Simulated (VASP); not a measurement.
Wanted: the native input for a VASP 6.6.1 run.

```yaml
Task: single point
Functional: PBE
Dispersion: D3(BJ)
Potentials_or_basis: VASP PAW PBE potentials, release 64 (O_h, C_h, H_h)
Cutoff: 1000 eV
k_mesh: 1 × 1 × 1
Occupations: fermi-dirac, width 0.05 eV
Spin: no spin polarisation
Dipole_correction: no
Further_INCAR_settings: LREAL = Auto; ALGO = Normal; EDIFF = 1e-06; NBANDS = 75
```

The structure of H2CO2 lies in POSCAR:

```
H2CO2
1.0
    7.2304270000      0.0000000000      0.0000000000
    0.0000000000      7.2304270000      0.0000000000
    0.0000000000      0.0000000000      7.2304270000
O C H
12 6 12
Direct
    0.3618735104      0.1966965436      0.8897261531
    0.3343094398      0.3111296193      0.6054829127
    0.8095372514      0.2270128721      0.3397724643
    0.9873967333      0.4825164544      0.2939937019
    0.3847352307      0.7953195572      0.6628515854
    0.6483849432      0.7830796162      0.4963468962
    1.0414184390      0.4932073860      0.8613460865
    0.7807422715      0.4034339881      0.7142455072
    0.3686089355      0.6406537263      0.0453500187
    0.5289590781      0.3991603815      0.1652461189
    0.7670224732      0.9140400698      1.0330648522
    0.9781441677      0.9934682972      0.8131055054
    0.4214273929      0.2108865770      0.7249779301
    0.9653095177      0.3242685391      0.3458993501
    0.4881177834      0.8209473659      0.5016577859
    0.8629919091      0.4375398576      0.8563947883
    0.4230455546      0.5417384063      0.1725209313
    0.9330707578      0.9689054326      0.9732896826
    0.2664849531      0.2927904535      0.9185073025
    0.5476716659      0.1359117518      0.6893368815
    0.7067217469      0.3050165640      0.2825974178
    1.0766307439      0.2374963470      0.4042914755
    0.2556695476      0.8315276539      0.6433644929
   -0.6229230998      2.8919453858      1.3686743535
    1.0802681501      0.5113944170      0.7327368079
    0.8039497529      0.4290064750      0.9971195339
    0.4065596679      0.3398554470     -0.5076463672
    0.3700749624      0.5748761449      0.3155000389
    0.6889081378      0.8766840465      0.9284652207
    1.0253336352      0.9897064171      1.0930889697
```

These files were run (other wordings do the same):

INCAR

```
SYSTEM = H2CO2
PREC     = Accurate       ! precision mode
ENCUT    = 1000           ! plane-wave cutoff, eV
EDIFF    = 1E-6           ! SCF threshold, eV
ISMEAR   = -1             ! smearing method
SIGMA    = 0.05           ! smearing width, eV
LREAL    = Auto         
LASPH    = .True.         ! aspherical terms in the spheres
NELM     = 120            ! most SCF steps
ALGO     = Normal         ! electronic algorithm
ISIF     = 2              ! what is computed and relaxed
LWAVE    = .False.        ! write WAVECAR
LCHARG   = .False.        ! write CHGCAR
GGA      = PE             ! functional
IVDW     = 12             ! dispersion correction
NBANDS   = 75             ! bands
GGA_COMPAT= .False.
```

KPOINTS

```
Automatic mesh
0
Gamma
  1 1 1
  0 0 0
```

Potentials or basis: VASP PAW PBE potentials, release 64 (O_h, C_h, H_h).

Command:

```bash
$ cat potpaw_PBE.64/O_h/POTCAR potpaw_PBE.64/C_h/POTCAR potpaw_PBE.64/H_h/POTCAR > POTCAR
$ mpirun -np 1 vasp_gam > vasp.out
```

It gave:

* Pressure: -1.4 GPa
* Largest force: 3.406 eV/Å
* Dispersion energy per atom: -0.046 eV

Caveat: the k points lie up to 0.87 Å⁻¹ apart, too coarse for converged energies, forces and pressures; the atoms stand as in a frame of molecular dynamics.

It took 63 s on 1 thread of AMD EPYC 9R45 96-Core Processor (Zen 5), with other jobs on the host, peak memory 0.88 GiB.
